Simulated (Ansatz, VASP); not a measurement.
Ga2SnO2: VASP beside Ansatz

```xyz
10
Lattice="3.6005 0.0000 0.0000 -1.8002 3.1181 0.0000 0.0000 0.0000 13.2909" Properties=species:S:1:pos:R:3 pbc="T T T"
Ga    1.8002    1.0394    5.3599
Ga    1.8002    1.0394    1.2855
Ga    0.0000    2.0787   12.0053
Ga    0.0000    2.0787    7.9310
Sn    0.0000    0.0000    9.9682
Sn    0.0000    0.0000    3.3227
O     1.8002    1.0394    7.4387
O     1.8002    1.0394   12.4976
O     0.0000    2.0787    5.8521
O     0.0000    2.0787    0.7933
```

Change from the starting cell: species swapped into the Tm2TeO2 type (P6_3/mmc, No. 194).

Alike in both runs: task single point; functional PBE; k mesh 6 × 6 × 2; occupations gaussian, width 0.1 eV; no spin polarisation.

```csv
,VASP,Ansatz
version,VASP 6.6.1,Ansatz 0.2.0
potentials or method,"VASP PAW PBE potentials, release 64 (Ga_d, Sn_d, O), cutoff 520 eV","scalar-relativistic, plane waves, PAW"
valence electrons in the cell,104,104
```

```csv
,VASP,Ansatz,Ansatz less VASP
gap on the k mesh at the Fermi level (eV),none,none,-
pressure (GPa),1.3,0.9,-0.33
"traceless stress, the component that is largest in VASP (GPa)",7.70,7.67,-0.035
rms of the force components (eV/Å),0.515,0.539,+0.0234
```

Atom by atom the forces differ by 0.023 eV/Å (rms over components). A gap of «none» marks a metal or a gap that the smearing closes.
